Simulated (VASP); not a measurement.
# AlN (P2_1) in VASP: notebook

Runs on AlN. Level: LDA. Tasks: single point.

Program: VASP 6.6.1. These are calculated values, not measurements. Logs are shortened: lines on timing, memory, paths and dates and some standing lists are left out, and cuts for length are marked.

## 1. The cell of the first run

Symmetry: P2_1, No. 4, monoclinic system. The conventional cell has a = 3.140 Å, b = 5.026 Å, c = 3.140 Å, α = 90.00°, β = 120.00°, γ = 90.00°. Al (site symmetry 1) has 4 N at 1.90 to 1.92 Å within 2.5 Å. N (site symmetry 1) has 4 Al at 1.90 to 1.92 Å within 2.5 Å.

## 2. Single point, LDA

INCAR

```
SYSTEM = AlN
PREC     = Accurate       ! precision mode
ENCUT    = 520            ! plane-wave cutoff, eV
EDIFF    = 1E-7           ! SCF threshold, eV
ISMEAR   = 0              ! smearing method
SIGMA    = 0.05           ! smearing width, eV
LREAL    = .False.        ! projectors in reciprocal space
LASPH    = .True.         ! aspherical terms in the spheres
NELM     = 80             ! most SCF steps
ALGO     = Normal         ! electronic algorithm
ISIF     = 2              ! what is computed and relaxed
LWAVE    = .False.        ! write WAVECAR
LCHARG   = .False.        ! write CHGCAR
GGA      = CA             ! functional
NBANDS   = 16             ! bands
```

KPOINTS

```
Automatic mesh
0
Gamma
  9 9 6
  0 0 0
```

POSCAR

```
AlN
1.0
    3.1401951683      0.0000000000      0.0000000000
   -1.5700975842      2.7194887886      0.0000000000
    0.0000000000      0.0000000000      5.0261421483
Al N
2 2
Direct
    0.3147813304      0.6666666667      0.0015210182
    0.6852186696      0.3333333333      0.5015210182
    0.3498904753      0.6666666667      0.3834789818
    0.6501095247      0.3333333333      0.8834789818
```

Potentials or basis: VASP PAW LDA potentials, release 64 (Al, N).

Started as:

```
$ cat potpaw_LDA.64/Al/POTCAR potpaw_LDA.64/N/POTCAR > POTCAR
$ mpirun -np 1 vasp_std > vasp.out
```

OUTCAR:

```text
SYSTEM = AlN
   PREC = Accurate
   ENCUT = 520
   EDIFF = 1E-7
   ISMEAR = 0
   LREAL = .False.
   LASPH = .True.
   NELM = 80
   ISIF = 2
   GGA = CA

 ion  position               nearest neighbor table
   1  0.315  0.667  0.002-   4 1.90   4 1.91   4 1.91   3 1.92   2 3.04   2 3.04   2 3.10   2 3.10
                             2 3.16   2 3.16
   2  0.685  0.333  0.502-   3 1.90   3 1.91   3 1.91   4 1.92   1 3.04   1 3.04   1 3.10   1 3.10
                             1 3.16   1 3.16
   3  0.350  0.667  0.383-   2 1.90   2 1.91   2 1.91   1 1.92
   4  0.650  0.333  0.883-   1 1.90   1 1.91   1 1.91   2 1.92

  LATTYP: Found a hexagonal cell.
 ALAT       =     3.1401951683
 C/A-ratio  =     1.6005827278

  Lattice vectors:

 A1 = (   3.1401951683,   0.0000000000,   0.0000000000)
 A2 = (  -1.5700975842,   2.7194887886,   0.0000000000)
 A3 = (   0.0000000000,   0.0000000000,   5.0261421483)

Analysis of symmetry for initial positions (statically):
=====================================================================
 Subroutine PRICEL returns:
 Original cell was already a primitive cell.

 Routine SETGRP: Setting up the symmetry group for a
 hexagonal supercell.

 Subroutine GETGRP returns: Found  2 space group operations
 (whereof  1 operations were pure point group operations)
 out of a pool of 24 trial point group operations.

The static configuration has the point symmetry C_1 .
 The point group associated with its full space group is C_2 .

Analysis of symmetry for dynamics (positions and initial velocities):
=====================================================================
 Subroutine PRICEL returns:
 Original cell was already a primitive cell.

 Routine SETGRP: Setting up the symmetry group for a
 hexagonal supercell.

 Subroutine GETGRP returns: Found  2 space group operations
 (whereof  1 operations were pure point group operations)
 out of a pool of 24 trial point group operations.

The dynamic configuration has the point symmetry C_1 .
 The point group associated with its full space group is C_2 .

 Subroutine INISYM returns: Found  2 space group operations
 (whereof  1 operations are pure point group operations),
 and found     1 'primitive' translations

----------------------------------------------------------------------------------------

                                     Primitive cell

  volume of cell :      42.9219

  direct lattice vectors                    reciprocal lattice vectors
     3.140195168  0.000000000  0.000000000     0.318451544  0.183858085  0.000000000
    -1.570097584  2.719488789  0.000000000     0.000000000  0.367716169  0.000000000
     0.000000000  0.000000000  5.026142148     0.000000000  0.000000000  0.198959753

  length of vectors
     3.140195168  3.140195168  5.026142148     0.367716169  0.367716169  0.198959753

  position of ions in fractional coordinates (direct lattice)
     0.314781330  0.666666667  0.001521018
     0.685218670  0.333333333  0.501521018
     0.349890475  0.666666667  0.383478982
     0.650109525  0.333333333  0.883478982

  ion indices of the primitive-cell ions
   primitive index   ion index
                 1           1
                 2           2
                 3           3
                 4           4

----------------------------------------------------------------------------------------

 KPOINTS: Automatic mesh

Automatic generation of k-mesh.
 Grid dimensions read from file:
 generate k-points for:    9    9    6

 Generating k-lattice:

  Cartesian coordinates                     Fractional coordinates (reciprocal lattice)
     0.035383505  0.020428676  0.000000000     0.111111111  0.000000000  0.000000000
     0.000000000  0.040857352  0.000000000     0.000000000  0.111111111  0.000000000
     0.000000000  0.000000000  0.033159959     0.000000000  0.000000000  0.166666667

  Length of vectors
     0.040857352  0.040857352  0.033159959

  Shift w.r.t. Gamma in fractional coordinates (k-lattice)
     0.000000000  0.000000000  0.000000000

 Subroutine IBZKPT returns following result:
 ===========================================

 Found    164 irreducible k-points:

 Following reciprocal coordinates:
            Coordinates               Weight
  0.000000  0.000000  0.000000      1.000000
  0.111111  0.000000  0.000000      2.000000
  0.000000  0.111111  0.000000      2.000000
 -0.111111  0.111111  0.000000      2.000000
  0.222222 -0.000000  0.000000      2.000000
  0.000000  0.222222  0.000000      2.000000
[... 16 lines left out ...]
  0.333333  0.111111  0.000000      2.000000
 -0.111111  0.444444  0.000000      2.000000
 [... further k-points ...]
   k-points           NKPTS =    164   k-points in BZ     NKDIM =    164   number of bands    NBANDS=     16
   number of dos      NEDOS =    301   number of ions     NIONS =      4
   total plane-waves  NPLWV =  23040
   dimension x,y,z NGX =    24 NGY =   24 NGZ =   40
   dimension x,y,z NGXF=    48 NGYF=   48 NGZF=   80
   ions per type =               2   2
   NGX,Y,Z   is equivalent  to a cutoff of  12.71, 12.71, 13.23 a.u.
   NGXF,Y,Z  is equivalent  to a cutoff of  25.41, 25.41, 26.46 a.u.
 SYSTEM =  AlN
   PREC   = accura    normal or accurate (medium, high low for compatibility)
   ISTART =      0    job   : 0-new  1-cont  2-samecut
   ICHARG =      2    charge: 1-file 2-atom 10-const
   ISPIN  =      1    spin polarized calculation?
   LNONCOLLINEAR =      F non collinear calculations
   LSORBIT =      F    spin-orbit coupling
   LASPH  =      T    aspherical Exc in radial PAW
   ENCUT  =  520.0 eV  38.22 Ry    6.18 a.u.   5.84  5.84  9.35*2*pi/ulx,y,z
   NELM   =     80;   NELMIN=  2; NELMDL= -5     # of ELM steps
   EDIFF  = 0.1E-06   stopping-criterion for ELM
   LREAL  =      F    real-space projection
   EDIFFG = 0.1E-05   stopping-criterion for IOM
   NSW    =      0    number of steps for IOM
   IBRION =     -1    ionic relax: 0-MD 1-quasi-New 2-CG
   NFREE  =      0    steps in history (QN), initial steepest desc. (CG)
   ISIF   =      2    stress and relaxation
   ISYM   =      2    0-nonsym 1-usesym 2-fastsym
   POTIM  = 0.5000    time-step for ionic-motion
   TEBEG  =    0.0;   TEEND  =   0.0 temperature during run
   PSTRESS=    0.0 pullay stress
   NELECT =      16.0000    total number of electrons
   NUPDOWN=      -1.0000    fix difference up-down
   EMIN   =  10.00;   EMAX   =-10.00  energy-range for DOS
   EFERMI =   0.00;   METHOD = LEGACY
   ISMEAR =     0;   SIGMA  =   0.05  broadening in eV -4-tet -1-fermi 0-gaus
   EFERMI_NEDOS =   21; number of points for ismear=-14 and -15
   IALGO  =     38    algorithm
   IMIX   =      4    mixing-type and parameters
     AMIX     =   0.40;   BMIX     =  1.00
     AMIX_MAG =   1.60;   BMIX_MAG =  1.00
  volume/ion in A,a.u.               =      10.73        72.41
  Fermi-wavevector in a.u.,A,eV,Ry     =   1.178208  2.226490 18.887252  1.388174
  Thomas-Fermi vector in A             =   2.314541
   LORBIT       =      0    0 simple, 1 ext, 2 COOP (PROOUT), +10 PAW based schemes
   GGA     = CA    functional components
   LHFCALC =     F    Hartree Fock is set to
   AEXX    =    0.0000 exact exchange contribution
   IVDW    =     0    specifies the selected vdW correction
   LEPSILON=     F    determine dielectric tensor
   LRPA    =     F    only Hartree local field effects (RPA)
 non-spin polarized calculation
 Gauss-broadening in eV      SIGMA  =   0.05
  energy-cutoff  :      520.00
  volume of cell :       42.92
 maximum number of plane-waves:      1182
   NGX = 11   NGY = 11   NGZ = 19

 number of electron      16.0000002 magnetization

 Free energy of the ion-electron system (eV)
  ---------------------------------------------------
  ext. energy  EPLUGINS =         0.00000000
  ---------------------------------------------------
  free energy    TOTEN  =       -32.75764314 eV

  energy without entropy =      -32.75764314  energy(sigma->0) =      -32.75764314

 E-fermi :   5.9536     XC(G=0): -11.1287

 val. band max:        5.6583786532   @ k =   0.0000   0.0000   0.0000
 cond. band min:       9.6051910061   @ k =   0.0000   0.0000   0.0000
 fundamental gap:      3.9468123529
 Fermi energy:         5.9535567766

 k-point     1 :       0.0000    0.0000    0.0000
  band No.  band energies     occupation
      1      -9.2326      2.00000
      2      -7.0937      2.00000
      3      -0.2880      2.00000
      4       4.7511      2.00000
      5       4.7972      2.00000
      6       5.3344      2.00000
[... 8 lines left out ...]
     15      18.2589      0.00000
     16      18.5371      0.00000

 k-point     2 :       0.1111    0.0000    0.0000
  band No.  band energies     occupation
      1      -9.0780      2.00000
      2      -7.0046      2.00000
      3      -0.1057      2.00000
      4       4.0594      2.00000
      5       4.5717      2.00000
      6       4.7029      2.00000
[... 8 lines left out ...]
     15      18.0921      0.00000
     16      18.4565      0.00000

 k-point     3 :       0.0000    0.1111    0.0000
  band No.  band energies     occupation
      1      -9.0776      2.00000
      2      -7.0061      2.00000
      3      -0.1046      2.00000
      4       4.0736      2.00000
      5       4.5761      2.00000
      6       4.7409      2.00000
[... 8 lines left out ...]
     15      18.1299      0.00000
     16      18.3717      0.00000

 k-point     4 :      -0.1111    0.1111    0.0000
  band No.  band energies     occupation
      1      -9.0771      2.00000
      2      -7.0074      2.00000
      3      -0.1035      2.00000
      4       4.0760      2.00000
      5       4.5856      2.00000
      6       4.7841      2.00000
[... 8 lines left out ...]
     15      18.1948      0.00000
     16      18.4243      0.00000

 k-point     5 :       0.2222   -0.0000    0.0000
  band No.  band energies     occupation
      1      -8.6394      2.00000
      2      -6.7787      2.00000
      3       0.4217      2.00000
      4       2.5291      2.00000
      5       3.5100      2.00000
      6       4.1819      2.00000
[... 8 lines left out ...]
     15      17.6743      0.00000
     16      18.0906      0.00000

 k-point     6 :       0.0000    0.2222    0.0000
  band No.  band energies     occupation
      1      -8.6370      2.00000
      2      -6.7861      2.00000
      3       0.4278      2.00000
      4       2.5889      2.00000
      5       3.4994      2.00000
      6       4.1811      2.00000
[... 8 lines left out ...]
     15      17.6232      0.00000
     16      18.2488      0.00000
[... 267 lines left out ...]
 k-point    21 :       0.1111    0.2222    0.0000
  band No.  band energies     occupation
      1      -8.2392      2.00000
      2      -6.6227      2.00000
      3       0.9235      2.00000
      4       1.8983      2.00000
      5       2.4814      2.00000
      6       3.9112      2.00000
[... 8 lines left out ...]
     15      18.0117      0.00000
     16      19.3191      0.00000

 k-point    22 :       0.3333   -0.1111    0.0000
  band No.  band energies     occupation
      1      -8.2388      2.00000
      2      -6.6223      2.00000
      3       0.9212      2.00000
      4       1.8261      2.00000
      5       2.5924      2.00000
      6       3.8664      2.00000
[... 8 lines left out ...]
     15      17.7146      0.00000
     16      19.1100      0.00000

 k-point    23 :       0.3333    0.1111    0.0000
  band No.  band energies     occupation
      1      -7.6072      2.00000
      2      -6.4804      2.00000
      3       0.6577      2.00000
      4       1.7726      2.00000
      5       1.9184      2.00000
      6       3.3278      2.00000
[... 8 lines left out ...]
     15      17.7279      0.00000
     16      19.9687      0.00000

 k-point    24 :      -0.1111    0.4444    0.0000
  band No.  band energies     occupation
      1      -7.5837      2.00000
      2      -6.5245      2.00000
      3       0.7805      2.00000
      4       1.7996      2.00000
      5       1.9263      2.00000
      6       3.2672      2.00000
[... 8 lines left out ...]
     15      17.6442      0.00000
     16      19.8142      0.00000

 [... further k-points ...]
[... 5 lines left out ...]
  --------------------------------------------------------------------------------------
  -------------------------------------------------------------------------------------
  Total       -2.5561620     -2.4692595     -2.2983867     -0.0724087      0.0000000      0.0000000
  in kB      -95.4157957    -92.1719206    -85.7936200     -2.7028527      0.0000000      0.0000000
  external PRESSURE =     -91.1271121 kB  Pullay stress =       0.0000000 kB

 VOLUME and BASIS-vectors are now :
 -----------------------------------------------------------------------------
  energy-cutoff  :      520.00
  volume of cell :       42.92
      direct lattice vectors                 reciprocal lattice vectors
     3.140195168  0.000000000  0.000000000     0.318451544  0.183858085  0.000000000
    -1.570097584  2.719488789  0.000000000     0.000000000  0.367716169  0.000000000
     0.000000000  0.000000000  5.026142148     0.000000000  0.000000000  0.198959753

 POSITION                                       TOTAL-FORCE (eV/Angst)
 -----------------------------------------------------------------------------------
     -0.05826      1.81299      0.00764         0.321929      0.014599      0.037894
      1.62835      0.90650      2.52072        -0.321929     -0.014599      0.037894
      0.05199      1.81299      1.92742        -0.167753      0.005897     -0.037894
      1.51810      0.90650      4.44049         0.167753     -0.005897     -0.037894
 -----------------------------------------------------------------------------------
    total drift:                               -0.000000     -0.000000      0.000453

  FREE ENERGIE OF THE ION-ELECTRON SYSTEM (eV)
  ---------------------------------------------------
  free  energy   TOTEN  =       -32.7576431398 eV

  energy  without entropy=      -32.7576431398  energy(sigma->0) =      -32.75764314
```

Run time: 31 s. Hardware: 1 thread of Intel Xeon 6975P-C (Granite Rapids), shared host; peak memory 0.2 GiB.

What came out:

```yaml
Free_energy: -32.7576 eV
Pressure: -9.1 GPa
Largest_force: 0.324 eV/Å
Band_gap_on_the_k_mesh: 3.95 eV, direct
```

Forces on the atoms (eV/Å):
```
Al   0.322  0.015  0.038
Al  -0.322 -0.015  0.038
N   -0.168  0.006 -0.038
N    0.168 -0.006 -0.038
```

Stress tensor (GPa, compression positive):
```
-9.54 -0.27  0.00
-0.27 -9.22  0.00
 0.00  0.00 -8.58
```

Levels at points of the mesh, in eV from the valence-band top:
```
           k point  band 6  band 7  band 8  band 9  band 10  band 11
(0.00, 0.00, 0.00)   -0.32   -0.15    0.00    3.95     6.28    10.18
(0.00, 0.00, 0.50)   -0.59   -0.54   -0.54    6.14     6.14     9.88
```

A k mesh can miss the band edges. A hybrid or GW would open this gap; LDA tends to underestimate it.

(Continued in part 2 of 2.)
